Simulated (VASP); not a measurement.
Wanted: the native input for a VASP 6.6.1 run.

| Item | Value |
| --- | --- |
| Task | single point |
| Functional | PBE |
| Potentials or basis | VASP PAW PBE potentials, release 64 (Al) |
| Cutoff | 520 eV |
| k mesh | 7 × 7 × 10 |
| Occupations | fermi-dirac, width 0.05 eV |
| Spin | no spin polarisation |
| Dipole correction | no |
| Further INCAR settings | ALGO = Fast; EDIFF = 1e-07; NBANDS = 10 |

The structure of Al lies in POSCAR:

```
Al
1.0
    4.4614541252      0.0000000000      0.0000000000
   -2.2307270626      3.8637329047      0.0000000000
    0.0000000000      0.0000000000      2.7043269662
Al
2
Direct
    0.3333300000      0.6666700000      0.0000000000
    0.6666700000      0.3333300000      0.0000000000
```

The input as run:

INCAR

```
SYSTEM = Al
  ALGO = Fast
  EDIFF = 1E-7
  ENCUT = 520
  GGA = PE
  ISIF = 2
  ISMEAR = -1
  LASPH = .True.
  LCHARG = .True.
  LELF = .True.
  LREAL = .False.
  LVHAR = .True.
  LWAVE = .False.
  NBANDS = 10
  NELM = 80
  PREC = Accurate
  SIGMA = 0.05
```

KPOINTS

```
k-points
0
Gamma
  7 7 10
  0 0 0
```

Potentials or basis: VASP PAW PBE potentials, release 64 (Al).

Run with:

```console
$ cat potpaw_PBE.64/Al/POTCAR > POTCAR
$ mpirun -np 1 vasp_std > vasp.out
```

It gave:

The pressure is 2.7 GPa and the band gap on the k mesh is zero (band 3 reaches 6.87 eV, above the bottom of band 4 at 3.32 eV).

Wall time 16 s on 1 thread of Intel(R) Xeon(R) 6975P-C (Granite Rapids) (shared host), peak memory 0.17 GiB.
